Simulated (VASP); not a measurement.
Here is a VASP 6.6.1 calculation.

File INCAR:

```
ALGO = Normal
EDIFF = 1E-6
ENCUT = 520
GGA = PS
ISIF = 2
ISMEAR = 0
LASPH = T
LCHARG = T
LELF = T
LREAL = F
LVHAR = T
LWAVE = F
NBANDS = 28
NELM = 100
PREC = Accurate
SIGMA = 0.05
```

The input KPOINTS:

```
k-points
0
Gamma
  8 8 8
```

Contents of POSCAR:

```
SrTiO3
1.0
    3.8913815400      0.0000000000      0.0000000000
    0.0000000000      3.8913815400      0.0000000000
    0.0000000000      0.0000000000      3.8913815400
Sr Ti O
1 1 3
Direct
    0.0036240874      0.0000000000      0.0000000000
    0.5053888407      0.5000000000      0.5000000000
   -0.0078305451      0.5000000000      0.5000000000
    0.4909322703      0.0000000000      0.5000000000
    0.4909322703      0.5000000000      0.0000000000
```

Potentials or basis: VASP PAW PBE potentials, release 64 (Sr_sv, Ti_sv, O).

Launch:

```console
$ cat potpaw_PBE.64/Sr_sv/POTCAR potpaw_PBE.64/Ti_sv/POTCAR potpaw_PBE.64/O/POTCAR > POTCAR
$ mpirun -np 1 vasp_std > vasp.out
```

Question: Predict the pressure.

Answer: 0.8 GPa.

Question: Predict the largest force.

Answer: 0.020 eV/Å.

Forces in eV/Å, atoms in the order of the input:
```
Sr  -0.006  0.000  0.000
Ti  -0.017  0.000  0.000
O    0.020  0.000  0.000
O    0.002  0.000  0.000
O    0.002  0.000  0.000
```

Caveat: the PAW data sets were made with another functional, which shifts forces and pressure a little.
